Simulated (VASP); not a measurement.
Here is a VASP 6.6.1 calculation.

POSCAR

```
ZnO
1.0
    3.2300563402      0.0000000000      0.0000000000
   -1.6150281701      2.7973108462      0.0000000000
    0.0000000000      0.0000000000     28.6666317632
O Zn
6 6
Direct
    0.3333333333      0.6666666667      0.2616282255
    0.6666666667      0.3333333333      0.3525730768
    0.3333333333      0.6666666667      0.4435179280
    0.6666666667      0.3333333333      0.5344627792
    0.3333333333      0.6666666667      0.6254076305
    0.6666666667      0.3333333333      0.7163524817
    0.6666666667      0.3333333333      0.2836475183
    0.3333333333      0.6666666667      0.3745923695
    0.6666666667      0.3333333333      0.4655372208
    0.3333333333      0.6666666667      0.5564820720
    0.6666666667      0.3333333333      0.6474269232
    0.3333333333      0.6666666667      0.7383717745
```

INCAR.step1

```
SYSTEM = ZnO
ALGO = Normal ; DIPOL = 0.5 0.5 0.500
EDIFF = 1E-4 ; ENCUT = 520
GGA = PE ; IDIPOL = 3
ISMEAR = 0 ; LASPH = .TRUE.
LCHARG = .FALSE. ; LDIPOL = .TRUE.
LREAL = .FALSE. ; LWAVE = .TRUE.
NBANDS = 66 ; NELM = 100
PREC = Accurate ; SIGMA = 0.05
```

The input INCAR.step2:

```
SYSTEM = ZnO
ALGO = Normal ; DIPOL = 0.5 0.5 0.500
EDIFF = 1E-6 ; ENCUT = 520
IDIPOL = 3 ; ISIF = 2
ISMEAR = 0 ; ISTART = 1
LASPH = .TRUE. ; LCHARG = .FALSE.
LDIPOL = .TRUE. ; LMIXTAU = .TRUE.
LREAL = .FALSE. ; LWAVE = .FALSE.
METAGGA = R2SCAN ; NBANDS = 66
NELM = 100 ; PREC = Accurate
SIGMA = 0.05
```

Contents of KPOINTS:

```
k-points
0
G
  9 9 1
  0 0 0
```

Potentials or basis: VASP PAW PBE potentials, release 64 (O, Zn).

The run is started by

```bash
$ cat potpaw_PBE.64/O/POTCAR potpaw_PBE.64/Zn/POTCAR > POTCAR
$ cp INCAR.step1 INCAR
$ mpirun -np 1 vasp_std > vasp.out
$ cp INCAR.step2 INCAR
$ mpirun -np 1 vasp_std > vasp.out
```

(1) Estimate the band gap on the k mesh.

(2) Estimate the largest force.

Answers

(1) zero (bands 54 and 55 overlap by 0.44 eV).

(2) 1.575 eV/Å.

Caveat: the PAW data sets were made with another functional, which shifts forces and pressure a little.
